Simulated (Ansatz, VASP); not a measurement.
## One calculation of Cu, two programs

```
Cu
1.0
    -1.67192    1.37743    1.22602
     1.37743   -1.67192    1.22602
     3.12802    3.12802   -1.76537
Cu
2
Direct
  0.95867 0.04133 0.00000
  0.79133 0.20867 0.50000
```

Alike in both runs: task single point; functional LDA; k mesh 18 × 18 × 9; occupations fermi-dirac, width 0.1 eV; no spin polarisation.

```csv
,VASP,Ansatz
version,VASP 6.6.1,Ansatz 0.2.0
potentials or method,"VASP PAW LDA potentials, release 64 (Cu), cutoff 520 eV","plane waves (420 eV) with PAW, scalar-relativistic"
valence electrons in the cell,22,38
```

VASP gave:

```
pressure (GPa)                                                : 1.1
traceless stress, the component that is largest in VASP (GPa) : 0.28
```

Which values does Ansatz return?

Pressure (GPa): 0.0; traceless stress, the component that is largest in VASP (GPa): 0.29.

Ansatz warns that its potentials were made for another functional, while VASP's fit it. LDA's correlation is that of Perdew and Zunger in VASP and of Perdew and Wang (1992) in Ansatz. VASP's potentials hold 22 valence electrons a cell and Ansatz's 38, so a difference there can come from the potentials and not from the codes.
